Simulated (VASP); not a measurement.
Here is a VASP 6.6.1 calculation.

File INCAR:

```
SYSTEM = ZrO2
PREC = Accurate
ENCUT = 520
EDIFF = 1E-7
ISMEAR = -1
SIGMA = 0.02
LREAL = .FALSE.
LASPH = .TRUE.
NELM = 120
ALGO = Normal
ISIF = 2
LWAVE = .FALSE.
LCHARG = .FALSE.
GGA = PE
IBRION = 2
NSW = 80
EDIFFG = -0.02
GGA_COMPAT = .FALSE.
NELMIN = 4
```

File KPOINTS:

```
regular mesh
0
G
  8 8 6
  0 0 0
```

Contents of POSCAR:

```
ZrO2
1.0
    3.5719643734      0.0000000000      0.0000000000
    0.0000000000      3.5719643734      0.0000000000
    0.0000000000      0.0000000000      5.1422539866
Zr O
2 4
Direct
    0.0000000000      0.0000000000      0.0000000000
    0.5000000000      0.5000000000      0.5000000000
    0.0000000000      0.5000000000      0.2011907693
    0.0000000000      0.5000000000      0.7011907693
    0.5000000000      0.0000000000      0.2988092307
    0.5000000000      0.0000000000      0.7988092307
```

Potentials or basis: VASP PAW PBE potentials, release 64 (Zr_sv, O).

Command:

```console
$ cat potpaw_PBE.64/Zr_sv/POTCAR potpaw_PBE.64/O/POTCAR > POTCAR
$ mpirun -np 1 vasp_std > vasp.out
```

Question: Estimate the band gap on the k mesh.

Answer: 4.06 eV (least direct gap 4.17 eV).

Question: Predict the energy gained by relaxing.

Answer: 1.0 meV/atom.

Final structure:
```cif
data_structure
_symmetry_space_group_name_H-M 'P 1'
_symmetry_Int_Tables_number 1
_cell_length_a 3.5720
_cell_length_b 3.5720
_cell_length_c 5.1423
_cell_angle_alpha 90.000
_cell_angle_beta 90.000
_cell_angle_gamma 90.000
_cell_volume 65.61
loop_
_atom_site_label
_atom_site_type_symbol
_atom_site_fract_x
_atom_site_fract_y
_atom_site_fract_z
_atom_site_occupancy
Zr1 Zr 0.00000 0.00000 0.00000 1
Zr2 Zr 0.50000 0.50000 0.50000 1
O1 O 0.00000 0.50000 0.20570 1
O2 O 0.00000 0.50000 0.70570 1
O3 O 0.50000 0.00000 0.29430 1
O4 O 0.50000 0.00000 0.79430 1
```

A k mesh can miss the band edges.
